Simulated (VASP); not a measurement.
A run of VASP 6.6.1 is set up as follows.

INCAR

```
SYSTEM = W3C
  PREC = Accurate
  ENCUT = 1000
  EDIFF = 1E-6
  ISMEAR = 0
  SIGMA = 0.1
  LREAL = .FALSE.
  LASPH = .TRUE.
  NELM = 120
  ALGO = Normal
  ISIF = 2
  LWAVE = .FALSE.
  LCHARG = .FALSE.
  LDIPOL = .TRUE.
  IDIPOL = 3
  DIPOL = 0.5 0.5 0.360
  GGA = PE
  NBANDS = 31
  GGA_COMPAT = .FALSE.
  NELMDL = -8
```

Contents of KPOINTS:

```
regular mesh
0
G
  9 9 1
  0 0 0
```

Contents of POSCAR:

```
W3C
1.0
    2.8545944806      0.0000000000      0.0000000000
   -1.4272972403      2.4721513377      0.0000000000
    0.0000000000      0.0000000000     20.1971108355
W C
3 1
Direct
    0.6666666667      0.3333333334      0.1980481284
    0.3333333333      0.6666666667      0.3143337982
    0.0000000000      0.0000000000      0.4306116309
    0.0000000000      0.5000000000      0.4956299973
```

Potentials or basis: VASP PAW PBE potentials, release 64 (W_sv, C_h).

Launch:

```sh
$ cat potpaw_PBE.64/W_sv/POTCAR potpaw_PBE.64/C_h/POTCAR > POTCAR
$ mpirun -np 1 vasp_std > vasp.out
```

Question: What does it give for the band gap on the k mesh?

Answer: Zero (bands 23 and 24 overlap by 0.78 eV).

Question: What does it give for the largest force?

Answer: 0.264 eV/Å.

Forces in eV/Å, atoms in the order of the input:
```
W   -0.032 -0.019 -0.080
W    0.150  0.087 -0.199
W    0.028  0.016  0.211
C   -0.147 -0.085  0.069
```

Caveat: spin-orbit coupling is left out, which moves the levels of the heavy elements.
